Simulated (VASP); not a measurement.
# Al2O5 (P-3m1) in VASP: single point with PBE

Aim: the single point of Al2O5 with PBE.

All numbers are computed with VASP 6.6.1; they aren't measurements. Logs are shortened: lines on timing, memory, paths and dates and some standing lists are left out, and cuts for length are marked.

**1. The cell of the first run**

It takes space group P-3m1 (No. 164, trigonal). The conventional cell has a = 2.908 Å, b = 2.908 Å, c = 12.214 Å, α = 90.00°, β = 90.00°, γ = 120.00°. Within 2.4 Å of Al (site symmetry 3m) lie 6 O at 1.81 to 2.17 Å. O (site symmetry 3m) has 1 O at 1.22 Å within 1.6 Å. Within 2.4 Å of O (site symmetry 3m) lie 3 Al at 1.81 Å. O (site symmetry -3m) has 6 Al at 2.17 Å and 12 O at 2.65 to 2.91 Å within 3.0 Å.

**2. Single point, PBE, collinear spin**

INCAR

```
SYSTEM = Al2O5
PREC = Accurate
ENCUT = 520
EDIFF = 1E-6
ISMEAR = 0
SIGMA = 0.02
LREAL = .FALSE.
LASPH = .TRUE.
NELM = 150
ALGO = Normal
ISIF = 2
LWAVE = .FALSE.
LCHARG = .FALSE.
ISPIN = 2
MAGMOM = 0 0 0.61 0.61 0 0 0
LORBIT = 11
GGA = PE
NBANDS = 31
KPAR = 4
```

KPOINTS

```
regular mesh
0
G
  12 12 4
  0 0 0
```

POSCAR

```
Al2O5
1.0
    2.9081852764      0.0000000000      0.0000000000
   -1.4540926382      2.5185623283      0.0000000000
    0.0000000000      0.0000000000     12.2142589613
Al O
2 5
Direct
    0.3333333333      0.6666666667      0.1126313330
    0.6666666667      0.3333333333      0.8873686670
    0.0000000000      0.0000000000      0.4501714724
    0.0000000000      0.0000000000      0.5498285276
    0.6666666667      0.3333333333      0.1677204555
    0.3333333333      0.6666666667      0.8322795445
    0.0000000000      0.0000000000      0.0000000000
```

Potentials or basis: VASP PAW PBE potentials, release 64 (Al, O).

Started as:

```
$ cat potpaw_PBE.64/Al/POTCAR potpaw_PBE.64/O/POTCAR > POTCAR
$ mpirun -np 4 vasp_std > vasp.out
```

OUTCAR:

```text
SYSTEM = Al2O5
   PREC = Accurate
   ENCUT = 520
   EDIFF = 1E-6
   ISMEAR = 0
   LREAL = .FALSE.
   LASPH = .TRUE.
   NELM = 150
   ISIF = 2
   ISPIN = 2
   LORBIT = 11
   GGA = PE

 ion  position               nearest neighbor table
   1  0.333  0.667  0.113-   5 1.81   5 1.81   5 1.81   7 2.17   7 2.17   7 2.17   2 3.22   2 3.22
                             2 3.22
   2  0.667  0.333  0.887-   6 1.81   6 1.81   6 1.81   7 2.17   7 2.17   7 2.17   1 3.22   1 3.22
                             1 3.22
   3  0.000  0.000  0.450-   4 1.22
   4  0.000  0.000  0.550-   3 1.22
   5  0.667  0.333  0.168-   1 1.81   1 1.81   1 1.81
   6  0.333  0.667  0.832-   2 1.81   2 1.81   2 1.81
   7  0.000  0.000  0.000-   1 2.17   2 2.17   2 2.17   1 2.17   2 2.17   1 2.17

  LATTYP: Found a hexagonal cell.
 ALAT       =     2.9081852764
 C/A-ratio  =     4.1999590124

  Lattice vectors:

 A1 = (   2.9081852764,   0.0000000000,   0.0000000000)
 A2 = (  -1.4540926382,   2.5185623283,   0.0000000000)
 A3 = (   0.0000000000,   0.0000000000,  12.2142589613)

Analysis of symmetry for initial positions (statically):
=====================================================================
 Subroutine PRICEL returns:
 Original cell was already a primitive cell.

 Routine SETGRP: Setting up the symmetry group for a
 hexagonal supercell.

 Subroutine GETGRP returns: Found 12 space group operations
 (whereof 12 operations were pure point group operations)
 out of a pool of 24 trial point group operations.

The static configuration has the point symmetry D_3d.

Analysis of symmetry for dynamics (positions and initial velocities):
=====================================================================
 Subroutine PRICEL returns:
 Original cell was already a primitive cell.

 Routine SETGRP: Setting up the symmetry group for a
 hexagonal supercell.

 Subroutine GETGRP returns: Found 12 space group operations
 (whereof 12 operations were pure point group operations)
 out of a pool of 24 trial point group operations.

The dynamic configuration has the point symmetry D_3d.

Analysis of structural, dynamic, and magnetic symmetry:
=====================================================================
 Subroutine PRICEL returns:
 Original cell was already a primitive cell.

 Routine SETGRP: Setting up the symmetry group for a
 hexagonal supercell.

 Subroutine GETGRP returns: Found 12 space group operations
 (whereof 12 operations were pure point group operations)
 out of a pool of 24 trial point group operations.

The overall configuration has the point symmetry D_3d.

 Subroutine INISYM returns: Found 12 space group operations
 (whereof 12 operations are pure point group operations),
 and found     1 'primitive' translations

----------------------------------------------------------------------------------------

                                     Primitive cell

  volume of cell :      89.4627

  direct lattice vectors                    reciprocal lattice vectors
     2.908185276  0.000000000  0.000000000     0.343857047  0.198525958  0.000000000
    -1.454092638  2.518562328  0.000000000     0.000000000  0.397051917  0.000000000
     0.000000000  0.000000000 12.214258961     0.000000000  0.000000000  0.081871524

  length of vectors
     2.908185276  2.908185276 12.214258961     0.397051917  0.397051917  0.081871524

  position of ions in fractional coordinates (direct lattice)
     0.333333333  0.666666667  0.112631333
     0.666666667  0.333333333  0.887368667
     0.000000000  0.000000000  0.450171472
     0.000000000  0.000000000  0.549828528
     0.666666667  0.333333333  0.167720456
     0.333333333  0.666666667  0.832279544
     0.000000000  0.000000000  0.000000000

  ion indices of the primitive-cell ions
   primitive index   ion index
                 1           1
                 2           2
                 3           3
                 4           4
                 5           5
                 6           6
[... 35 lines left out ...]
  0.416667  0.000000  0.000000      6.000000
[... 16 lines left out ...]
  0.166667  0.000000  0.250000      6.000000
  0.000000  0.166667  0.250000      6.000000
 [... further k-points ...]
   k-points           NKPTS =     69   k-points in BZ     NKDIM =     69   number of bands    NBANDS=     31
   number of dos      NEDOS =    301   number of ions     NIONS =      7
   total plane-waves  NPLWV =  55296
   dimension x,y,z NGX =    24 NGY =   24 NGZ =   96
   dimension x,y,z NGXF=    48 NGYF=   48 NGZF=  192
   ions per type =               2   5
   NGX,Y,Z   is equivalent  to a cutoff of  13.72, 13.72, 13.07 a.u.
   NGXF,Y,Z  is equivalent  to a cutoff of  27.44, 27.44, 26.13 a.u.
 SYSTEM =  Al2O5
   PREC   = accura    normal or accurate (medium, high low for compatibility)
   ISTART =      0    job   : 0-new  1-cont  2-samecut
   ICHARG =      2    charge: 1-file 2-atom 10-const
   ISPIN  =      2    spin polarized calculation?
   LNONCOLLINEAR =      F non collinear calculations
   LSORBIT =      F    spin-orbit coupling
   LASPH  =      T    aspherical Exc in radial PAW
   ENCUT  =  520.0 eV  38.22 Ry    6.18 a.u.   5.41  5.41 22.71*2*pi/ulx,y,z
   NELM   =    150;   NELMIN=  2; NELMDL= -5     # of ELM steps
   EDIFF  = 0.1E-05   stopping-criterion for ELM
   LREAL  =      F    real-space projection
   EDIFFG = 0.1E-04   stopping-criterion for IOM
   NSW    =      0    number of steps for IOM
   IBRION =     -1    ionic relax: 0-MD 1-quasi-New 2-CG
   NFREE  =      0    steps in history (QN), initial steepest desc. (CG)
   ISIF   =      2    stress and relaxation
   ISYM   =      2    0-nonsym 1-usesym 2-fastsym
   POTIM  = 0.5000    time-step for ionic-motion
   TEBEG  =    0.0;   TEEND  =   0.0 temperature during run
   PSTRESS=    0.0 pullay stress
   NELECT =      36.0000    total number of electrons
   NUPDOWN=      -1.0000    fix difference up-down
   EMIN   =  10.00;   EMAX   =-10.00  energy-range for DOS
   EFERMI =   0.00;   METHOD = LEGACY
   ISMEAR =     0;   SIGMA  =   0.02  broadening in eV -4-tet -1-fermi 0-gaus
   EFERMI_NEDOS =   21; number of points for ismear=-14 and -15
   IALGO  =     38    algorithm
   IMIX   =      4    mixing-type and parameters
     AMIX     =   0.40;   BMIX     =  1.00
     AMIX_MAG =   1.60;   BMIX_MAG =  1.00
  volume/ion in A,a.u.               =      12.78        86.25
  Fermi-wavevector in a.u.,A,eV,Ry     =   1.208635  2.283988 19.875359  1.460798
  Thomas-Fermi vector in A             =   2.344236
   LORBIT       =     11    0 simple, 1 ext, 2 COOP (PROOUT), +10 PAW based schemes
   GGA     = PE    functional components
   LHFCALC =     F    Hartree Fock is set to
   AEXX    =    0.0000 exact exchange contribution
   IVDW    =     0    specifies the selected vdW correction
   LEPSILON=     F    determine dielectric tensor
   LRPA    =     F    only Hartree local field effects (RPA)
 spin polarized calculation
 Gauss-broadening in eV      SIGMA  =   0.02
  energy-cutoff  :      520.00
  volume of cell :       89.46
 maximum number of plane-waves:      2457
 NGX is ok and might be reduce to    24
   NGX = 11   NGY = 11   NGZ = 45

 number of electron      35.9999985 magnetization       2.0007312

 Free energy of the ion-electron system (eV)
  ---------------------------------------------------
  ext. energy  EPLUGINS =         0.00000000
  ---------------------------------------------------
  free energy    TOTEN  =       -46.17434214 eV

  energy without entropy =      -46.17434214  energy(sigma->0) =      -46.17434214

 E-fermi :   2.5067     XC(G=0):  -8.9481

 val. band max:        2.3361869691   @ k =   0.0000   0.0000   0.5000
 cond. band min:       2.9799761334   @ k =   0.5000   0.0000   0.0000
 fundamental gap:      0.6437891642
 Fermi energy:         2.5067004260

 spin component 1

 k-point     1 :       0.0000    0.0000    0.0000
  band No.  band energies     occupation
      1     -24.5835      1.00000
      2     -18.4225      1.00000
      3     -17.2705      1.00000
      4     -16.1359      1.00000
      5     -12.3915      1.00000
      6      -5.3279      1.00000
[... 781 lines left out ...]
     29      14.6741      0.00000
     30      14.7620      0.00000

 [... further k-points ...]

 spin component 2

 k-point     1 :       0.0000    0.0000    0.0000
  band No.  band energies     occupation
      1     -23.3955      1.00000
      2     -18.4222      1.00000
      3     -17.2699      1.00000
      4     -16.1355      1.00000
      5     -10.6316      1.00000
      6      -4.6053      1.00000
[... 781 lines left out ...]
     29      14.6790      0.00000
     30      14.8380      0.00000

 [... further k-points ...]

 [bands above 30 left out]

------------------------ aborting loop because EDIFF is reached ----------------------------------------

  FORCE on cell =-STRESS in cart. coord.  units (eV):
  Direction    XX          YY          ZZ          XY          YZ          ZX
  --------------------------------------------------------------------------------------
  -------------------------------------------------------------------------------------
  Total       -0.0244108     -0.0244108      1.2933724      0.0000000      0.0000000      0.0000000
  in kB       -0.4371703     -0.4371703     23.1628654      0.0000000      0.0000000      0.0000000
  external PRESSURE =       7.4295083 kB  Pullay stress =       0.0000000 kB

 VOLUME and BASIS-vectors are now :
 -----------------------------------------------------------------------------
  energy-cutoff  :      520.00
  volume of cell :       89.46
      direct lattice vectors                 reciprocal lattice vectors
     2.908185276  0.000000000  0.000000000     0.343857047  0.198525958  0.000000000
    -1.454092638  2.518562328  0.000000000     0.000000000  0.397051917  0.000000000
     0.000000000  0.000000000 12.214258961     0.000000000  0.000000000  0.081871524

 POSITION                                       TOTAL-FORCE (eV/Angst)
 -----------------------------------------------------------------------------------
     -0.00000      1.67904      1.37571         0.000000      0.000000      0.034563
      1.45409      0.83952     10.83855        -0.000000     -0.000000     -0.034563
      0.00000      0.00000      5.49851         0.000000      0.000000     -1.170915
      0.00000      0.00000      6.71575        -0.000000     -0.000000      1.170915
      1.45409      0.83952      2.04858         0.000000     -0.000000     -0.030598
     -0.00000      1.67904     10.16568         0.000000      0.000000      0.030598
      0.00000      0.00000      0.00000         0.000000      0.000000     -0.000000
 -----------------------------------------------------------------------------------
    total drift:                                0.000000     -0.000000      0.000000

  FREE ENERGIE OF THE ION-ELECTRON SYSTEM (eV)
  ---------------------------------------------------
  free  energy   TOTEN  =       -46.1743421385 eV

  energy  without entropy=      -46.1743421385  energy(sigma->0) =      -46.17434214

 total charge

# of ion       s       p       d       tot
------------------------------------------
    1        0.321   0.387   0.000   0.707
    2        0.321   0.387   0.000   0.707
    3        1.613   3.308   0.000   4.921
    4        1.613   3.308   0.000   4.921
    5        1.552   3.626   0.000   5.178
    6        1.552   3.626   0.000   5.178
    7        1.554   3.514   0.000   5.068
--------------------------------------------------
tot          8.526  18.154   0.000  26.680

 magnetization (x)

# of ion       s       p       d       tot
------------------------------------------
    1       -0.000   0.000   0.000   0.000
    2       -0.000   0.000   0.000   0.000
    3        0.011   0.799   0.000   0.809
    4        0.011   0.799   0.000   0.809
    5        0.000   0.000   0.000   0.000
    6        0.000   0.000   0.000   0.000
    7        0.000   0.000   0.000   0.000
--------------------------------------------------
tot          0.022   1.598   0.000   1.620
```

Run time: 73 s. Hardware: 4 MPI ranks of Intel Xeon Platinum 8488C (Sapphire Rapids), shared host; peak memory 0.42 GiB.

What came out:

```yaml
Free_energy: -46.1743 eV
Pressure: 0.7 GPa
Largest_force: 1.171 eV/Å
Band_gap_on_the_k_mesh: 0.64 eV (least direct gap 0.94 eV)
Net_moment: 2.00 μB per cell
Site_moments: Al +0.00; O +0.81, +0.00 (each value once) μB
Valence_electrons_inside_the_program's_atomic_spheres: Al 0.71; O 4.92, 5.18, 5.07 (each value once)
```

Forces on the atoms (eV/Å):
```
Al   0.000  0.000  0.035
Al   0.000  0.000 -0.035
O    0.000  0.000 -1.171
O    0.000  0.000  1.171
O    0.000  0.000 -0.031
O    0.000  0.000  0.031
O    0.000  0.000  0.000
```

Caveat: the standard files for N, O and F lose accuracy on very short bonds; forces of over 1 eV/Å act on the atoms, so gaps and moduli don't describe the material at rest.
